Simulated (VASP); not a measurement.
# Si2Mo (I4/mmm) in VASP: further runs

Runs on Si2Mo. Level: r2SCAN. Tasks: single point, relaxation of shape and atoms at fixed volume.

Program: VASP 6.6.1. These are calculated values, not measurements. Logs are shortened: lines on timing, memory, paths and dates and some standing lists are left out, and cuts for length are marked.

### 1 The cell of the first run

The structure is tetragonal, space group I4/mmm (No. 139). Conventional cell: a = 3.200 Å, b = 3.200 Å, c = 7.814 Å, α = 90.00°, β = 90.00°, γ = 90.00°. Si (site symmetry 4mm) has 9 Si at 2.57 to 3.20 Å and 5 Mo at 2.60 to 2.62 Å within 3.4 Å. Within 3.4 Å of Mo (site symmetry 4/mmm) lie 10 Si at 2.60 to 2.62 Å and 4 Mo at 3.20 Å.

### 2 Single point, r2SCAN (13.34 Å³/atom)

Input file POSCAR:

```
Si2Mo
1.0
   -1.5999882112      1.5999882112      3.9069859413
    1.5999882112     -1.5999882112      3.9069859413
    1.5999882112      1.5999882112     -3.9069859413
Si Mo
2 1
Direct
    0.3354765380      0.3354765380      0.0000000000
    0.6645234620      0.6645234620      0.0000000000
    0.0000000000      0.0000000000      0.0000000000
```

Input file INCAR.step1:

```
ALGO = Normal
EDIFF = 1E-5
ENCUT = 550
GGA = PE
GGA_COMPAT = F
ISMEAR = 0
LASPH = T
LCHARG = F
LREAL = F
LWAVE = T
NBANDS = 18
NELM = 120
PREC = Accurate
SIGMA = 0.05
```

Input file INCAR.step2:

```
ALGO = Normal
EDIFF = 1E-6
ENCUT = 550
GGA_COMPAT = F
ISIF = 2
ISMEAR = 0
ISTART = 1
LASPH = T
LCHARG = F
LMIXTAU = T
LREAL = F
LWAVE = F
METAGGA = R2SCAN
NBANDS = 18
NELM = 120
PREC = Accurate
SIGMA = 0.05
```

Input file KPOINTS:

```
k-points
0
Gamma
  10 10 10
```

Potentials or basis: VASP PAW PBE potentials, release 64 (Si, Mo_sv).

Command:

```sh
$ cat potpaw_PBE.64/Si/POTCAR potpaw_PBE.64/Mo_sv/POTCAR > POTCAR
$ cp INCAR.step1 INCAR
$ mpirun -np 1 vasp_std > vasp.out
$ cp INCAR.step2 INCAR
$ mpirun -np 1 vasp_std > vasp.out
```

OUTCAR:

```text
EDIFF = 1E-6
   ENCUT = 550
   ISIF = 2
   ISMEAR = 0
   ISTART = 1
   LASPH = T
   LREAL = F
   METAGGA = R2SCAN
   NELM = 120
   PREC = Accurate

 ion  position               nearest neighbor table
   1  0.335  0.335  0.000-   2 2.57   3 2.60   3 2.60   3 2.60   3 2.60   3 2.62   2 2.63   2 2.63
                             2 2.63   2 2.63
   2  0.665  0.665  0.000-   1 2.57   3 2.60   3 2.60   3 2.60   3 2.60   3 2.62   1 2.63   1 2.63
                             1 2.63   1 2.63
   3  0.000  0.000  0.000-   2 2.60   2 2.60   1 2.60   2 2.60   1 2.60   1 2.60   2 2.60   1 2.60
                             1 2.62   2 2.62

  LATTYP: Found a body centered tetragonal cell.
 ALAT       =     3.1999764224
 C/A-ratio  =     2.4418842051

  Lattice vectors:

 A1 = (  -1.5999882112,   1.5999882112,   3.9069859413)
 A2 = (   1.5999882112,  -1.5999882112,   3.9069859413)
 A3 = (   1.5999882112,   1.5999882112,  -3.9069859413)

Analysis of symmetry for initial positions (statically):
=====================================================================
 Subroutine PRICEL returns:
 Original cell was already a primitive cell.

 Routine SETGRP: Setting up the symmetry group for a
 body centered tetragonal supercell.

 Subroutine GETGRP returns: Found 16 space group operations
 (whereof 16 operations were pure point group operations)
 out of a pool of 16 trial point group operations.

The static configuration has the point symmetry D_4h.

Analysis of symmetry for dynamics (positions and initial velocities):
=====================================================================
 Subroutine PRICEL returns:
 Original cell was already a primitive cell.

 Routine SETGRP: Setting up the symmetry group for a
 body centered tetragonal supercell.

 Subroutine GETGRP returns: Found 16 space group operations
 (whereof 16 operations were pure point group operations)
 out of a pool of 16 trial point group operations.

The dynamic configuration has the point symmetry D_4h.

 Subroutine INISYM returns: Found 16 space group operations
 (whereof 16 operations are pure point group operations),
 and found     1 'primitive' translations

----------------------------------------------------------------------------------------

                                     Primitive cell

  volume of cell :      40.0069

  direct lattice vectors                    reciprocal lattice vectors
    -1.599988211  1.599988211  3.906985941     0.000000000  0.312502303  0.127975889
     1.599988211 -1.599988211  3.906985941     0.312502303  0.000000000  0.127975889
     1.599988211  1.599988211 -3.906985941     0.312502303  0.312502303  0.000000000

  length of vectors
     4.514915691  4.514915691  4.514915691     0.337691453  0.337691453  0.441944994

  position of ions in fractional coordinates (direct lattice)
     0.335476538  0.335476538  0.000000000
     0.664523462  0.664523462  0.000000000
     0.000000000  0.000000000  0.000000000

  ion indices of the primitive-cell ions
   primitive index   ion index
                 1           1
                 2           2
                 3           3

----------------------------------------------------------------------------------------

 KPOINTS: k-points

Automatic generation of k-mesh.
 Grid dimensions read from file:
 generate k-points for:   10   10   10

 Generating k-lattice:

  Cartesian coordinates                     Fractional coordinates (reciprocal lattice)
     0.000000000  0.031250230  0.012797589     0.100000000 -0.000000000  0.000000000
     0.031250230  0.000000000  0.012797589    -0.000000000  0.100000000  0.000000000
     0.031250230  0.031250230  0.000000000     0.000000000  0.000000000  0.100000000

  Length of vectors
     0.033769145  0.033769145  0.044194499

  Shift w.r.t. Gamma in fractional coordinates (k-lattice)
     0.000000000  0.000000000  0.000000000

 Subroutine IBZKPT returns following result:
 ===========================================

 Found    102 irreducible k-points:

 Following reciprocal coordinates:
            Coordinates               Weight
  0.000000  0.000000  0.000000      1.000000
  0.100000 -0.000000  0.000000      8.000000
  0.200000 -0.000000  0.000000      8.000000
  0.300000  0.000000  0.000000      8.000000
  0.400000 -0.000000  0.000000      8.000000
  0.500000 -0.000000  0.000000      4.000000
[... 16 lines left out ...]
  0.300000  0.300000  0.000000      8.000000
  0.400000  0.300000  0.000000     16.000000
 [... further k-points ...]
   k-points           NKPTS =    102   k-points in BZ     NKDIM =    102   number of bands    NBANDS=     18
   number of dos      NEDOS =    301   number of ions     NIONS =      3
   total plane-waves  NPLWV =  46656
   dimension x,y,z NGX =    36 NGY =   36 NGZ =   36
   dimension x,y,z NGXF=    72 NGYF=   72 NGZF=   72
   ions per type =               2   1
   NGX,Y,Z   is equivalent  to a cutoff of  13.26, 13.26, 13.26 a.u.
   NGXF,Y,Z  is equivalent  to a cutoff of  26.51, 26.51, 26.51 a.u.
 SYSTEM =  unknown system
   PREC   = accura    normal or accurate (medium, high low for compatibility)
   ISTART =      1    job   : 0-new  1-cont  2-samecut
   ICHARG =      0    charge: 1-file 2-atom 10-const
   ISPIN  =      1    spin polarized calculation?
   LNONCOLLINEAR =      F non collinear calculations
   LSORBIT =      F    spin-orbit coupling
   LASPH  =      T    aspherical Exc in radial PAW
   ENCUT  =  550.0 eV  40.42 Ry    6.36 a.u.   8.63  8.63  8.63*2*pi/ulx,y,z
   NELM   =    120;   NELMIN=  2; NELMDL=  0     # of ELM steps
   EDIFF  = 0.1E-05   stopping-criterion for ELM
   LREAL  =      F    real-space projection
   EDIFFG = 0.1E-04   stopping-criterion for IOM
   NSW    =      0    number of steps for IOM
   IBRION =     -1    ionic relax: 0-MD 1-quasi-New 2-CG
   NFREE  =      0    steps in history (QN), initial steepest desc. (CG)
   ISIF   =      2    stress and relaxation
   ISYM   =      2    0-nonsym 1-usesym 2-fastsym
   POTIM  = 0.5000    time-step for ionic-motion
   TEBEG  =    0.0;   TEEND  =   0.0 temperature during run
   PSTRESS=    0.0 pullay stress
   NELECT =      22.0000    total number of electrons
   NUPDOWN=      -1.0000    fix difference up-down
   EMIN   =  10.00;   EMAX   =-10.00  energy-range for DOS
   EFERMI =   0.00;   METHOD = LEGACY
   ISMEAR =     0;   SIGMA  =   0.05  broadening in eV -4-tet -1-fermi 0-gaus
   EFERMI_NEDOS =   21; number of points for ismear=-14 and -15
   IALGO  =     38    algorithm
   IMIX   =      4    mixing-type and parameters
     AMIX     =   0.40;   BMIX     =  1.00
     AMIX_MAG =   1.60;   BMIX_MAG =  1.00
  volume/ion in A,a.u.               =      13.34        89.99
  Fermi-wavevector in a.u.,A,eV,Ry     =   1.341232  2.534561 24.475567  1.798903
  Thomas-Fermi vector in A             =   2.469482
   LORBIT       =      0    0 simple, 1 ext, 2 COOP (PROOUT), +10 PAW based schemes
   METAGGA = R2SCAN    functional components
   LHFCALC =     F    Hartree Fock is set to
   AEXX    =    0.0000 exact exchange contribution
   IVDW    =     0    specifies the selected vdW correction
   LEPSILON=     F    determine dielectric tensor
   LRPA    =     F    only Hartree local field effects (RPA)
 non-spin polarized calculation
 Gauss-broadening in eV      SIGMA  =   0.05
  energy-cutoff  :      550.00
  volume of cell :       40.01
 maximum number of plane-waves:      1203
   NGX = 17   NGY = 17   NGZ = 17

 number of electron      22.0000000 magnetization

 Free energy of the ion-electron system (eV)
  ---------------------------------------------------
  ext. energy  EPLUGINS =         0.00000000
  ---------------------------------------------------
  free energy    TOTEN  =       -45.01588292 eV

  energy without entropy =      -45.01553945  energy(sigma->0) =      -45.01571118

 E-fermi :  12.2248     XC(G=0): -13.4143

 val. band max:       12.2148151352   @ k =  -0.4000   0.5000   0.4000
 cond. band min:      12.4595587944   @ k =   0.5000   0.5000   0.3000
 fundamental gap:      0.2447436593
 Fermi energy:        12.2247923426

 k-point     1 :       0.0000    0.0000    0.0000
  band No.  band energies     occupation
      1     -50.2777      2.00000
      2     -23.7230      2.00000
      3     -23.6305      2.00000
      4     -23.6305      2.00000
      5      -1.8812      2.00000
      6       5.5320      2.00000
[... 10 lines left out ...]
     17      17.7869      0.00000
     18      17.7869      0.00000

 k-point     2 :       0.1000   -0.0000    0.0000
  band No.  band energies     occupation
      1     -50.2756      2.00000
      2     -23.7209      2.00000
      3     -23.6582      2.00000
      4     -23.6279      2.00000
      5      -1.6875      2.00000
      6       5.5453      2.00000
[... 10 lines left out ...]
     17      17.9433      0.00000
     18      18.8524      0.00000

 k-point     3 :       0.2000   -0.0000    0.0000
  band No.  band energies     occupation
      1     -50.2703      2.00000
      2     -23.7303      2.00000
      3     -23.7151      2.00000
      4     -23.6210      2.00000
      5      -1.1212      2.00000
      6       5.4442      2.00000
[... 10 lines left out ...]
     17      18.9478      0.00000
     18      20.8303      0.00000

 k-point     4 :       0.3000    0.0000    0.0000
  band No.  band energies     occupation
      1     -50.2638      2.00000
      2     -23.8176      2.00000
      3     -23.7087      2.00000
      4     -23.6125      2.00000
      5      -0.2248      2.00000
      6       4.7812      2.00000
[... 10 lines left out ...]
     17      19.8850      0.00000
     18      21.7786      0.00000

 k-point     5 :       0.4000   -0.0000    0.0000
  band No.  band energies     occupation
      1     -50.2585      2.00000
      2     -23.8875      2.00000
      3     -23.7032      2.00000
      4     -23.6056      2.00000
      5       0.9337      2.00000
      6       3.6033      2.00000
[... 10 lines left out ...]
     17      19.3738      0.00000
     18      21.1104      0.00000

 k-point     6 :       0.5000   -0.0000    0.0000
  band No.  band energies     occupation
      1     -50.2564      2.00000
      2     -23.9139      2.00000
      3     -23.7011      2.00000
      4     -23.6030      2.00000
      5       2.2212      2.00000
      6       2.2913      2.00000
[... 10 lines left out ...]
     17      19.1108      0.00000
     18      20.0940      0.00000

 k-point     7 :       0.1000    0.1000    0.0000
  band No.  band energies     occupation
      1     -50.2736      2.00000
      2     -23.7201      2.00000
      3     -23.6574      2.00000
      4     -23.6534      2.00000
      5      -1.4419      2.00000
      6       5.3140      2.00000
[... 10 lines left out ...]
     17      18.9102      0.00000
     18      19.0090      0.00000

 k-point     8 :       0.2000    0.1000    0.0000
  band No.  band energies     occupation
      1     -50.2683      2.00000
      2     -23.7277      2.00000
      3     -23.7144      2.00000
      4     -23.6480      2.00000
      5      -0.8371      2.00000
      6       5.0654      2.00000
[... 10 lines left out ...]
     17      19.1031      0.00000
     18      20.8580      0.00000
[... 229 lines left out ...]
     17      20.2555      0.00000
     18      21.2391      0.00000

 k-point    20 :      -0.4000    0.2000   -0.0000
  band No.  band energies     occupation
      1     -50.2516      2.00000
      2     -23.8719      2.00000
      3     -23.6987      2.00000
      4     -23.6905      2.00000
      5       1.1473      2.00000
      6       4.3415      2.00000
[... 10 lines left out ...]
     17      19.5367      0.00000
     18      20.7070      0.00000

 k-point    21 :      -0.3000    0.2000    0.0000
  band No.  band energies     occupation
      1     -50.2568      2.00000
      2     -23.8037      2.00000
      3     -23.7069      2.00000
      4     -23.6956      2.00000
      5       0.1321      2.00000
      6       5.7123      2.00000
[... 10 lines left out ...]
     17      18.3049      0.00000
     18      20.5173      0.00000

 k-point    22 :      -0.2000    0.2000    0.0000
  band No.  band energies     occupation
      1     -50.2632      2.00000
      2     -23.7233      2.00000
      3     -23.7123      2.00000
      4     -23.7035      2.00000
      5      -0.6192      2.00000
      6       6.3778      2.00000
[... 10 lines left out ...]
     17      19.4447      0.00000
     18      20.4778      0.00000

 k-point    23 :       0.3000    0.3000    0.0000
  band No.  band energies     occupation
      1     -50.2503      2.00000
      2     -23.7956      2.00000
      3     -23.7873      2.00000
      4     -23.6933      2.00000
      5       1.4927      2.00000
      6       4.0435      2.00000
[... 10 lines left out ...]
     17      19.7049      0.00000
     18      21.3471      0.00000

 k-point    24 :       0.4000    0.3000    0.0000
  band No.  band energies     occupation
      1     -50.2452      2.00000
      2     -23.8583      2.00000
      3     -23.7812      2.00000
      4     -23.6850      2.00000
      5       2.4266      2.00000
      6       3.5602      2.00000
[... 10 lines left out ...]
     17      19.5983      0.00000
     18      21.8374      0.00000

 [... further k-points ...]
[... 5 lines left out ...]
  --------------------------------------------------------------------------------------
  -------------------------------------------------------------------------------------
  Total        0.2167745      0.2167745      0.1720024      0.0000000      0.0000000      0.0000000
  in kB        8.6812714      8.6812714      6.8882614      0.0000000      0.0000000      0.0000000
  external PRESSURE =       8.0836014 kB  Pullay stress =       0.0000000 kB

 VOLUME and BASIS-vectors are now :
 -----------------------------------------------------------------------------
  energy-cutoff  :      550.00
  volume of cell :       40.01
      direct lattice vectors                 reciprocal lattice vectors
    -1.599988211  1.599988211  3.906985941     0.000000000  0.312502303  0.127975889
     1.599988211 -1.599988211  3.906985941     0.312502303  0.000000000  0.127975889
     1.599988211  1.599988211 -3.906985941     0.312502303  0.312502303  0.000000000

 POSITION                                       TOTAL-FORCE (eV/Angst)
 -----------------------------------------------------------------------------------
      0.00000      0.00000      2.62140        -0.000000     -0.000000     -0.008852
      0.00000      0.00000      5.19257         0.000000      0.000000      0.008852
      0.00000      0.00000      0.00000        -0.000000     -0.000000     -0.000000
 -----------------------------------------------------------------------------------
    total drift:                               -0.000000      0.000000      0.000000

  FREE ENERGIE OF THE ION-ELECTRON SYSTEM (eV)
  ---------------------------------------------------
  free  energy   TOTEN  =       -45.0158829180 eV

  energy  without entropy=      -45.0155394453  energy(sigma->0) =      -45.01571118
```

It took 4.7 min on 1 thread of Oxide Virtual Turin-like, shared host; peak memory 0.23 GiB.

What came out:

```yaml
Free_energy: -45.0159 eV
Pressure: 0.8 GPa
Largest_force: 0.009 eV/Å
Band_gap_on_the_k_mesh: zero (bands 11 and 12 overlap by 1.01 eV)
```

Forces on the atoms (eV/Å):
```
Si   0.000  0.000 -0.009
Si   0.000  0.000  0.009
Mo   0.000  0.000  0.000
```

Levels at points of the mesh, in eV from the Fermi level:
```tsv
k point	band 9	band 10	band 11	band 12	band 13	band 14
(0.00, 0.00, 0.00)	-2.71	-2.71	0.45	3.51	3.59	3.76
(0.50, 0.00, 0.00)	-2.69	-2.57	-0.45	2.64	3.38	4.58
(0.50, 0.50, 0.00)	-4.61	-3.15	-1.30	2.71	3.13	3.56
(0.50, 0.50, 0.50)	-0.51	-0.51	-0.46	-0.46	0.60	5.27
```

Caveat: the PAW data sets were made with another functional, which shifts forces and pressure a little.

(Continued in part 2 of 2.)

The gap in the log of VASP goes by the Fermi energy; the results here count the filled bands.